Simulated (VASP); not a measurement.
Wanted: the native input for a VASP 6.6.1 run.

| Property | Result |
| --- | --- |
| Task | single point |
| Functional | PBE |
| Potentials or basis | VASP PAW PBE potentials, release 64 (Re_sv_GW) |
| Cutoff | 500 eV |
| k mesh | 6 × 6 × 6 |
| Occupations | gaussian, width 0.1 eV |
| Spin | no spin polarisation |
| Dipole correction | no |
| Second run | valence_matched |
| Further INCAR settings | ALGO = Normal; EDIFF = 1e-06; NBANDS = 30 |

The structure of Re lies in POSCAR:

```
Re
1.0
    4.3849637785      0.0000000000      0.0000000000
   -2.1924818892      3.7974900268      0.0000000000
    0.0000000000      0.0000000000      2.7350445701
Re
3
Direct
    0.3333333333      0.6666666667      0.5000000000
    0.0000000000      0.0000000000      0.0000000000
    0.6666666667      0.3333333333      0.5000000000
```

One way to write it, as run:

INCAR

```
SYSTEM = Re
PREC = Accurate
ENCUT = 500
EDIFF = 1E-6
ISMEAR = 0
SIGMA = 0.1
LREAL = .FALSE.
LASPH = .TRUE.
NELM = 120
ALGO = Normal
ISIF = 2
LWAVE = .FALSE.
LCHARG = .TRUE.
GGA = PE
LELF = .TRUE.
LVHAR = .TRUE.
NBANDS = 30
GGA_COMPAT = .FALSE.
```

KPOINTS

```
regular mesh
0
G
  6 6 6
  0 0 0
```

Potentials or basis: VASP PAW PBE potentials, release 64 (Re_sv_GW).

Run with:

```sh
$ cat potpaw_PBE.64/Re_sv_GW/POTCAR > POTCAR
$ mpirun -np 1 vasp_std > vasp.out
```

Results of the run:

* Pressure: -2.4 GPa

Caveat: the k points lie up to 0.38 Å⁻¹ apart.

Run time: 26 s on 1 thread of AMD EPYC 9R45 96-Core Processor (Zen 5) (shared host), peak memory 0.14 GiB.
